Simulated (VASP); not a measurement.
A run of VASP 6.6.1 is set up as follows.

POSCAR

```
C
1.0
    2.4470936931      0.0000000000      0.0000000000
   -1.2235468465      2.1192453036      0.0000000000
    0.0000000000      0.0000000000      8.6943408560
C
8
Direct
    0.0000000000      0.0000000000      0.0929334757
    0.0000000000      0.0000000000      0.5929334757
    0.0000000000      0.0000000000      0.4070665243
    0.0000000000      0.0000000000      0.9070665243
    0.3333333333      0.6666666667      0.1554962089
    0.6666666667      0.3333333333      0.6554962089
    0.3333333333      0.6666666667      0.3445037911
    0.6666666667      0.3333333333      0.8445037911
```

The input INCAR.step1:

```
SYSTEM = C
PREC = Accurate
ENCUT = 520
ISMEAR = 0
SIGMA = 0.05
LREAL = .FALSE.
LASPH = .TRUE.
NELM = 100
NBANDS = 26
GGA = PE
ALGO = Normal
EDIFF = 1E-4
LWAVE = .TRUE.
LCHARG = .FALSE.
```

Contents of INCAR.step2:

```
SYSTEM = C
PREC = Accurate
ENCUT = 520
EDIFF = 1E-7
ISMEAR = 0
SIGMA = 0.05
LREAL = .FALSE.
LASPH = .TRUE.
NELM = 100
ALGO = Normal
ISIF = 2
LWAVE = .FALSE.
LCHARG = .FALSE.
METAGGA = R2SCAN
LMIXTAU = .TRUE.
NBANDS = 26
ISTART = 1
```

File KPOINTS:

```
Automatic mesh
0
G
  12 12 4
  0 0 0
```

Potentials or basis: VASP PAW PBE potentials, release 64 (C).

Run with:

```console
$ cat potpaw_PBE.64/C/POTCAR > POTCAR
$ cp INCAR.step1 INCAR
$ mpirun -np 1 vasp_std > vasp.out
$ cp INCAR.step2 INCAR
$ mpirun -np 1 vasp_std > vasp.out
```

(1) What does it give for the pressure?

(2) Predict the largest force.

(3) What does it give for the band gap on the k mesh?

## Answers

(1) 5.1 GPa.

(2) 0.203 eV/Å.

(3) 3.68 eV, direct.

Caveat: the cell differs from its parent crystal (strain -0.025 along x and y, +0.050 along z); the PAW data sets were made with another functional, which shifts forces and pressure a little.
